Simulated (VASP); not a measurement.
A run of VASP 6.6.1 is set up as follows.

INCAR

```
SYSTEM = Ta
ALGO = Normal ; EDIFF = 1E-6
ENCUT = 500 ; GGA = PS
GGA_COMPAT = .False. ; ISIF = 2
ISMEAR = 0 ; LASPH = .True.
LCHARG = .False. ; LREAL = .False.
LWAVE = .False. ; NBANDS = 18
NELM = 120 ; PREC = Accurate
SIGMA = 0.1
```

Contents of KPOINTS:

```
k-points
0
Gamma
  6 6 4
  0 0 0
```

Contents of POSCAR:

```
Ta
1.0
    3.0616170824      0.0000000000      0.0000000000
   -1.5308085412      2.6514381700      0.0000000000
    0.0000000000      0.0000000000      4.9691666664
Ta
2
Direct
    0.3333333333      0.6666666667      0.2500000000
    0.6666666667      0.3333333333      0.7500000000
```

Potentials or basis: VASP PAW PBE potentials, release 64 (Ta_pv).

Run with:

```sh
$ cat potpaw_PBE.64/Ta_pv/POTCAR > POTCAR
$ mpirun -np 1 vasp_std > vasp.out
```

Task: Predict the band gap on the k mesh.

Result: Zero (bands 11 and 12 overlap by 1.80 eV).

Task: Predict the pressure.

Result: -17.4 GPa.

Stress tensor (GPa, compression positive):
```
-20.36   0.00   0.00
  0.00 -20.36   0.00
  0.00   0.00 -11.43
```

Caveat: the k points lie up to 0.39 Å⁻¹ apart, too coarse for converged energies and pressures of a metal; the PAW data sets were made with another functional, which shifts forces and pressure a little; spin-orbit coupling is left out, which moves the levels of the heavy elements.
